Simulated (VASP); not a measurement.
# ZnS (P1) in VASP: single point with r2SCAN

Aim: the single point of ZnS with r2SCAN.

Program: VASP 6.6.1. These are calculated values, not measurements. Logs are shortened: lines on timing, memory, paths and dates and some standing lists are left out, and cuts for length are marked.

### 1 The cell of the first run

The typed cell holds 2 atoms: a = 3.811 Å, b = 3.811 Å, c = 3.811 Å, α = 60.00°, β = 60.00°, γ = 60.00°.

### 2 Single point, r2SCAN (all S atoms moved 0.5 Å in one direction)

POSCAR

```
ZnS
1.0
    0.0000000000      2.6945131931      2.6945131931
    2.6945131931      0.0000000000      2.6945131931
    2.6945131931      2.6945131931      0.0000000000
Zn S
1 1
Direct
   -0.0020290632      0.0757678812     -0.0283622363
    0.7520290632      0.6742321188      0.7783622363
```

INCAR.step1

```
PREC = Accurate
ENCUT = 520
ISMEAR = 0
SIGMA = 0.05
LREAL = False
LASPH = True
NELM = 80
NBANDS = 16
GGA = PE
ALGO = Normal
EDIFF = 1E-4
LWAVE = True
LCHARG = False
```

INCAR.step2

```
PREC = Accurate
ENCUT = 520
EDIFF = 1E-7
ISMEAR = 0
SIGMA = 0.05
LREAL = False
LASPH = True
NELM = 80
ALGO = Normal
ISIF = 2
LWAVE = False
LCHARG = False
METAGGA = R2SCAN
LMIXTAU = True
NBANDS = 16
ISTART = 1
```

KPOINTS

```
Automatic mesh
0
Gamma
  8 8 8
```

Potentials or basis: VASP PAW PBE potentials, release 64 (Zn, S).

Command:

```bash
> cat potpaw_PBE.64/Zn/POTCAR potpaw_PBE.64/S/POTCAR > POTCAR
> cp INCAR.step1 INCAR
> mpirun -np 1 vasp_std > vasp.out
> cp INCAR.step2 INCAR
> mpirun -np 1 vasp_std > vasp.out
```

OUTCAR:

```text
PREC = Accurate
   ENCUT = 520
   EDIFF = 1E-7
   ISMEAR = 0
   LREAL = False
   LASPH = True
   NELM = 80
   ISIF = 2
   METAGGA = R2SCAN
   ISTART = 1

 ion  position               nearest neighbor table
   1  0.998  0.076  0.972-   2 1.87   2 2.40   2 2.55   2 2.65
   2  0.752  0.674  0.778-   1 1.87   1 2.40   1 2.55   1 2.65

  LATTYP: Found a face centered cubic cell.
 ALAT       =     5.3890263862

  Lattice vectors:

 A1 = (   0.0000000000,   2.6945131931,   2.6945131931)
 A2 = (   2.6945131931,   0.0000000000,   2.6945131931)
 A3 = (   2.6945131931,   2.6945131931,   0.0000000000)

Analysis of symmetry for initial positions (statically):
=====================================================================
 Subroutine PRICEL returns:
 Original cell was already a primitive cell.

 Routine SETGRP: Setting up the symmetry group for a
 face centered cubic supercell.

 Subroutine GETGRP returns: Found  1 space group operations
 (whereof  1 operations were pure point group operations)
 out of a pool of 48 trial point group operations.

The static configuration has the point symmetry C_1 .

Analysis of symmetry for dynamics (positions and initial velocities):
=====================================================================
 Subroutine PRICEL returns:
 Original cell was already a primitive cell.

 Routine SETGRP: Setting up the symmetry group for a
 face centered cubic supercell.

 Subroutine GETGRP returns: Found  1 space group operations
 (whereof  1 operations were pure point group operations)
 out of a pool of 48 trial point group operations.

The dynamic configuration has the point symmetry C_1 .

 Subroutine INISYM returns: Found  1 space group operations
 (whereof  1 operations are pure point group operations),
 and found     1 'primitive' translations

----------------------------------------------------------------------------------------

                                     Primitive cell

  volume of cell :      39.1265

  direct lattice vectors                    reciprocal lattice vectors
     0.000000000  2.694513193  2.694513193    -0.185562276  0.185562276  0.185562276
     2.694513193  0.000000000  2.694513193     0.185562276 -0.185562276  0.185562276
     2.694513193  2.694513193  0.000000000     0.185562276  0.185562276 -0.185562276

  length of vectors
     3.810617102  3.810617102  3.810617102     0.321403289  0.321403289  0.321403289

  position of ions in fractional coordinates (direct lattice)
     0.997970937  0.075767881  0.971637764
     0.752029063  0.674232119  0.778362236

  ion indices of the primitive-cell ions
   primitive index   ion index
                 1           1
                 2           2

----------------------------------------------------------------------------------------

 KPOINTS: Automatic mesh

Automatic generation of k-mesh.
 Grid dimensions read from file:
 generate k-points for:    8    8    8

 Generating k-lattice:

  Cartesian coordinates                     Fractional coordinates (reciprocal lattice)
    -0.023195284  0.023195284  0.023195284     0.125000000  0.000000000  0.000000000
     0.023195284 -0.023195284  0.023195284     0.000000000  0.125000000  0.000000000
     0.023195284  0.023195284 -0.023195284     0.000000000  0.000000000  0.125000000

  Length of vectors
     0.040175411  0.040175411  0.040175411

  Shift w.r.t. Gamma in fractional coordinates (k-lattice)
     0.000000000  0.000000000  0.000000000

 Subroutine IBZKPT returns following result:
 ===========================================

 Found    260 irreducible k-points:

 Following reciprocal coordinates:
            Coordinates               Weight
  0.000000  0.000000  0.000000      1.000000
  0.125000  0.000000  0.000000      2.000000
  0.000000  0.125000  0.000000      2.000000
  0.000000  0.000000  0.125000      2.000000
  0.125000  0.125000  0.125000      2.000000
  0.250000  0.000000  0.000000      2.000000
[... 16 lines left out ...]
  0.125000  0.000000  0.250000      2.000000
  0.125000  0.125000 -0.125000      2.000000
 [... further k-points ...]
   k-points           NKPTS =    260   k-points in BZ     NKDIM =    260   number of bands    NBANDS=     16
   number of dos      NEDOS =    301   number of ions     NIONS =      2
   total plane-waves  NPLWV =  21952
   dimension x,y,z NGX =    28 NGY =   28 NGZ =   28
   dimension x,y,z NGXF=    56 NGYF=   56 NGZF=   56
   ions per type =               1   1
   NGX,Y,Z   is equivalent  to a cutoff of  12.22, 12.22, 12.22 a.u.
   NGXF,Y,Z  is equivalent  to a cutoff of  24.43, 24.43, 24.43 a.u.
 SYSTEM =  unknown system
   PREC   = accura    normal or accurate (medium, high low for compatibility)
   ISTART =      1    job   : 0-new  1-cont  2-samecut
   ICHARG =      0    charge: 1-file 2-atom 10-const
   ISPIN  =      1    spin polarized calculation?
   LNONCOLLINEAR =      F non collinear calculations
   LSORBIT =      F    spin-orbit coupling
   LASPH  =      T    aspherical Exc in radial PAW
   ENCUT  =  520.0 eV  38.22 Ry    6.18 a.u.   7.09  7.09  7.09*2*pi/ulx,y,z
   NELM   =     80;   NELMIN=  2; NELMDL=  0     # of ELM steps
   EDIFF  = 0.1E-06   stopping-criterion for ELM
   LREAL  =      F    real-space projection
   EDIFFG = 0.1E-05   stopping-criterion for IOM
   NSW    =      0    number of steps for IOM
   IBRION =     -1    ionic relax: 0-MD 1-quasi-New 2-CG
   NFREE  =      0    steps in history (QN), initial steepest desc. (CG)
   ISIF   =      2    stress and relaxation
   ISYM   =      2    0-nonsym 1-usesym 2-fastsym
   POTIM  = 0.5000    time-step for ionic-motion
   TEBEG  =    0.0;   TEEND  =   0.0 temperature during run
   PSTRESS=    0.0 pullay stress
   NELECT =      18.0000    total number of electrons
   NUPDOWN=      -1.0000    fix difference up-down
   EMIN   =  10.00;   EMAX   =-10.00  energy-range for DOS
   EFERMI =   0.00;   METHOD = LEGACY
   ISMEAR =     0;   SIGMA  =   0.05  broadening in eV -4-tet -1-fermi 0-gaus
   EFERMI_NEDOS =   21; number of points for ismear=-14 and -15
   IALGO  =     38    algorithm
   IMIX   =      4    mixing-type and parameters
     AMIX     =   0.40;   BMIX     =  1.00
     AMIX_MAG =   1.60;   BMIX_MAG =  1.00
  volume/ion in A,a.u.               =      19.56       132.02
  Fermi-wavevector in a.u.,A,eV,Ry     =   1.263791  2.388219 21.730795  1.597168
  Thomas-Fermi vector in A             =   2.397130
   LORBIT       =      0    0 simple, 1 ext, 2 COOP (PROOUT), +10 PAW based schemes
   METAGGA = R2SCAN    functional components
   LHFCALC =     F    Hartree Fock is set to
   AEXX    =    0.0000 exact exchange contribution
   IVDW    =     0    specifies the selected vdW correction
   LEPSILON=     F    determine dielectric tensor
   LRPA    =     F    only Hartree local field effects (RPA)
 non-spin polarized calculation
 Gauss-broadening in eV      SIGMA  =   0.05
  energy-cutoff  :      520.00
  volume of cell :       39.13
 maximum number of plane-waves:      1067
   NGX = 15   NGY = 15   NGZ = 15

 number of electron      17.9999997 magnetization

 Free energy of the ion-electron system (eV)
  ---------------------------------------------------
  ext. energy  EPLUGINS =         0.00000000
  ---------------------------------------------------
  free energy    TOTEN  =       -17.46385552 eV

  energy without entropy =      -17.46385552  energy(sigma->0) =      -17.46385552

 E-fermi :   2.4581     XC(G=0): -10.2869

 val. band max:        2.1613437110   @ k =   0.0000   0.0000   0.0000
 cond. band min:       4.6945580705   @ k =   0.0000   0.0000   0.0000
 fundamental gap:      2.5332143595
 Fermi energy:         2.4580826613

 k-point     1 :       0.0000    0.0000    0.0000
  band No.  band energies     occupation
      1     -12.2031      2.00000
      2      -5.6084      2.00000
      3      -5.2473      2.00000
      4      -5.0722      2.00000
      5      -4.6387      2.00000
      6      -4.6048      2.00000
[... 8 lines left out ...]
     15      14.0978      0.00000
     16      14.2465      0.00000

 k-point     2 :       0.1250    0.0000    0.0000
  band No.  band energies     occupation
      1     -12.0871      2.00000
      2      -5.6000      2.00000
      3      -5.2210      2.00000
      4      -5.0840      2.00000
      5      -4.6279      2.00000
      6      -4.6064      2.00000
[... 8 lines left out ...]
     15      13.5693      0.00000
     16      14.9738      0.00000

 k-point     3 :       0.0000    0.1250    0.0000
  band No.  band energies     occupation
      1     -12.0718      2.00000
      2      -5.6202      2.00000
      3      -5.1865      2.00000
      4      -5.0373      2.00000
      5      -4.6507      2.00000
      6      -4.6149      2.00000
[... 8 lines left out ...]
     15      13.3162      0.00000
     16      14.9694      0.00000

 k-point     4 :       0.0000    0.0000    0.1250
  band No.  band energies     occupation
      1     -12.0974      2.00000
      2      -5.5831      2.00000
      3      -5.2400      2.00000
      4      -5.0734      2.00000
      5      -4.6363      2.00000
      6      -4.5987      2.00000
[... 8 lines left out ...]
     15      13.6631      0.00000
     16      14.9717      0.00000
[... 324 lines left out ...]
 k-point    22 :       0.0000    0.2500    0.1250
  band No.  band energies     occupation
      1     -11.7735      2.00000
      2      -5.6044      2.00000
      3      -5.1256      2.00000
      4      -4.9599      2.00000
      5      -4.6635      2.00000
      6      -4.6176      2.00000
[... 8 lines left out ...]
     15      13.9008      0.00000
     16      16.3070      0.00000

 k-point    23 :       0.1250    0.0000    0.2500
  band No.  band energies     occupation
      1     -11.8257      2.00000
      2      -5.5563      2.00000
      3      -5.1761      2.00000
      4      -5.0577      2.00000
      5      -4.6429      2.00000
      6      -4.5735      2.00000
[... 8 lines left out ...]
     15      14.5798      0.00000
     16      15.8208      0.00000

 k-point    24 :       0.1250    0.1250   -0.1250
  band No.  band energies     occupation
      1     -11.8341      2.00000
      2      -5.5250      2.00000
      3      -5.2307      2.00000
      4      -5.0038      2.00000
      5      -4.6209      2.00000
      6      -4.6090      2.00000
[... 8 lines left out ...]
     15      14.3355      0.00000
     16      15.7214      0.00000

 [... further k-points ...]
[... 5 lines left out ...]
  --------------------------------------------------------------------------------------
  -------------------------------------------------------------------------------------
  Total        3.7566028      4.5673329      2.5635521     -4.9429169     -4.2628108      4.0517257
  in kB      153.8278348    187.0261417    104.9740129   -202.4058002   -174.5563690    165.9127183
  external PRESSURE =     148.6093298 kB  Pullay stress =       0.0000000 kB

 VOLUME and BASIS-vectors are now :
 -----------------------------------------------------------------------------
  energy-cutoff  :      520.00
  volume of cell :       39.13
      direct lattice vectors                 reciprocal lattice vectors
     0.000000000  2.694513193  2.694513193    -0.185562276  0.185562276  0.185562276
     2.694513193  0.000000000  2.694513193     0.185562276 -0.185562276  0.185562276
     2.694513193  2.694513193  0.000000000     0.185562276  0.185562276 -0.185562276

 POSITION                                       TOTAL-FORCE (eV/Angst)
 -----------------------------------------------------------------------------------
      2.82225      5.30714      2.89320        -4.744212      5.058684     -4.456230
      3.91403      4.12366      3.84308         4.744212     -5.058684      4.456230
 -----------------------------------------------------------------------------------
    total drift:                               -0.011792      0.006644      0.023325

  FREE ENERGIE OF THE ION-ELECTRON SYSTEM (eV)
  ---------------------------------------------------
  free  energy   TOTEN  =       -17.4638555162 eV

  energy  without entropy=      -17.4638555162  energy(sigma->0) =      -17.46385552
```

Wall time 7.6 min (1 thread of AMD EPYC 7R13 (Zen 3), shared host); peak memory 0.25 GiB.

What came out:

* Free energy: -17.4639 eV
* Pressure: 14.9 GPa
* Largest force: 8.244 eV/Å
* Band gap on the k mesh: 2.53 eV

Forces on the atoms (eV/Å):
```
Zn  -4.744  5.059 -4.456
S    4.744 -5.059  4.456
```

Levels at points of the mesh, in eV from the valence-band top:
| k point | band 6 | band 7 | band 8 | band 9 | band 10 | band 11 | band 12 | band 13 |
| --- | --- | --- | --- | --- | --- | --- | --- | --- |
| (0.00, 0.00, 0.00) | -6.77 | -1.05 | -0.14 | 0.00 | 2.53 | 6.37 | 6.84 | 7.80 |
| (0.50, 0.00, 0.00) | -6.66 | -5.40 | -1.59 | -0.38 | 3.40 | 5.87 | 8.56 | 9.05 |
| (0.00, 0.50, 0.00) | -6.80 | -6.05 | -1.64 | -1.10 | 4.37 | 7.21 | 8.19 | 9.36 |
| (0.00, 0.00, 0.50) | -6.60 | -5.12 | -1.72 | -0.39 | 3.29 | 5.82 | 8.32 | 8.94 |
| (0.50, 0.50, 0.50) | -6.56 | -4.95 | -1.67 | -0.37 | 3.17 | 5.74 | 8.07 | 8.87 |
| (0.50, 0.50, 0.00) | -6.65 | -4.72 | -2.50 | -2.43 | 2.73 | 4.71 | 11.04 | 12.23 |
| (0.00, 0.50, 0.50) | -6.66 | -4.88 | -2.47 | -2.16 | 2.86 | 4.39 | 11.07 | 12.52 |
| (0.50, 0.00, 0.50) | -6.65 | -4.95 | -2.61 | -1.96 | 2.91 | 4.29 | 11.11 | 12.54 |

Caveat: the cell differs from its parent crystal (all S atoms moved 0.5 Å in one direction); the stress differs along the axes, from 10 to 19 GPa; the PAW data sets were made with another functional, which shifts forces and pressure a little.
